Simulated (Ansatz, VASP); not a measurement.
## One calculation of F, two programs

INCAR

```
SYSTEM = F
PREC = Accurate
ENCUT = 520
EDIFF = 1E-7
ISMEAR = 0
SIGMA = 0.05
LREAL = .FALSE.
LASPH = .TRUE.
NELM = 80
ALGO = Normal
ISIF = 2
LWAVE = .FALSE.
LCHARG = .FALSE.
GGA = PS
NBANDS = 22
```

The input KPOINTS:

```
regular mesh
0
G
  4 4 2
  0 0 0
```

The input POSCAR:

```
F
1.0
    3.3474214824     -1.7756140758     -0.2581820224
    3.3474214824      1.7756140758     -0.2581820224
   -2.5613829065      0.0000000000      7.1292316784
F
4
Direct
    0.0848459664      0.0848459664      0.0940038325
    0.9151540336      0.9151540336      0.9059961675
    0.5015719855      0.5015719855      0.5937195244
    0.4984280145      0.4984280145      0.4062804756
```

Input for Ansatz:

```yaml
crystal:
  lattice:
    - [3.3474214824, -1.7756140758, -0.2581820224]
    - [3.3474214824, 1.7756140758, -0.2581820224]
    - [-2.5613829065, 0.0, 7.1292316784]
  atoms:
    - { symbol: F, position: [0.0848459664, 0.0848459664, 0.0940038325] }
    - { symbol: F, position: [0.9151540336, 0.9151540336, 0.9059961675] }
    - { symbol: F, position: [0.5015719855, 0.5015719855, 0.5937195244] }
    - { symbol: F, position: [0.4984280145, 0.4984280145, 0.4062804756] }
basis:
  ecutwfc: 520.0
kpoints:
  mp_grid: { grid: [4, 4, 2] }
hamiltonian:
  xc: pbesol
scf:
  occupations: { method: gaussian, width: 0.05 }
output:
  forces: true
  stress: true
  eigenvalues: true
```

Change from the starting cell: volume 20.600 Å^3 an atom, stretch along a over the lengths across it, relative to the relaxed cell 1.0835.

Alike in both runs: task single point; functional PBEsol; k mesh 4 × 4 × 2; occupations gaussian, width 0.05 eV; no spin polarisation.

|  | VASP | Ansatz |
| --- | --- | --- |
| version | VASP 6.6.1 | Ansatz 0.2.0 |
| potentials or method | VASP PAW PBE potentials, release 64 (F), cutoff 520 eV | scalar-relativistic, plane waves, PAW |
| valence electrons in the cell | 28 | 28 |

```csv
,VASP,Ansatz,Ansatz less VASP
gap on the k mesh at the Fermi level (eV),2.95,3.03,+0.077
least direct gap on the mesh (eV),3.03,3.11,+0.077
pressure (GPa),-0.6,-0.8,-0.30
"traceless stress, the component that is largest in VASP (GPa)",0.04,0.81,+0.772
rms of the force components (eV/Å),0.008,0.243,+0.2344
```

VASP's potentials were made for PBE, not for PBEsol. Atom by atom the forces differ by 0.235 eV/Å (rms over components). One of these differences is far larger than is usual between the two programs; its cause wasn't traced. The functional is the same, so the differences come from potentials, cutoffs and numerics.

The k mesh is coarse, so the values compare programs but aren't converged.
